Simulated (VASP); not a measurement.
A run of VASP 6.6.1 is set up as follows.

INCAR

```
SYSTEM = PCS4
ALGO     = Normal         ! electronic algorithm
EDIFF    = 1E-7           ! SCF threshold, eV
ENCUT    = 520            ! plane-wave cutoff, eV
GGA      = PE             ! functional
ISIF     = 2              ! what is computed and relaxed
ISMEAR   = 0              ! smearing method
ISPIN    = 2              ! spin polarisation
IVDW     = 12             ! dispersion correction
LASPH    = .True.         ! aspherical terms in the spheres
LCHARG   = .False.        ! write CHGCAR
LORBIT   = 11             ! projections on sites
LREAL    = .False.        ! projectors in reciprocal space
LWAVE    = .False.        ! write WAVECAR
MAGMOM   = 0 1 0 0 0 0    ! initial moments
NBANDS   = 30             ! bands
NELM     = 150            ! most SCF steps
PREC     = Accurate       ! precision mode
SIGMA    = 0.1            ! smearing width, eV
```

The input KPOINTS:

```
k-points
0
Gamma
  4 4 4
  0 0 0
```

POSCAR

```
PCS4
1.0
    0.0000000000      4.2783002100      4.2783002100
    4.2783002100      0.0000000000      4.2783002100
    4.2783002100      4.2783002100      0.0000000000
P C S
1 1 4
Direct
    0.2500000000      0.2500000000      0.2500000000
    0.0000000000      0.0000000000      0.0000000000
    0.8288908600      0.8288908600      0.8288908600
    0.8288908600      0.8288908600      0.5133274300
    0.8288908600      0.5133274300      0.8288908600
    0.5133274300      0.8288908600      0.8288908600
```

Potentials or basis: VASP PAW PBE potentials, release 64 (P, C, S).

Run with:

```console
$ cat potpaw_PBE.64/P/POTCAR potpaw_PBE.64/C/POTCAR potpaw_PBE.64/S/POTCAR > POTCAR
$ mpirun -np 1 vasp_std > vasp.out
```

Problem. What does it give for the largest force?

Solution. 15.105 eV/Å.

Problem. Estimate the pressure.

Solution. 16.1 GPa.

Forces on the atoms (eV/Å):
```
P    0.000  0.000  0.000
C    0.000  0.000  0.000
S    8.721  8.721  8.721
S   -8.721 -8.721  8.721
S   -8.721  8.721 -8.721
S    8.721 -8.721 -8.721
```

Caveat: the cell stands under pressure; forces of over 1 eV/Å act on the atoms, so gaps and moduli don't describe the material at rest.
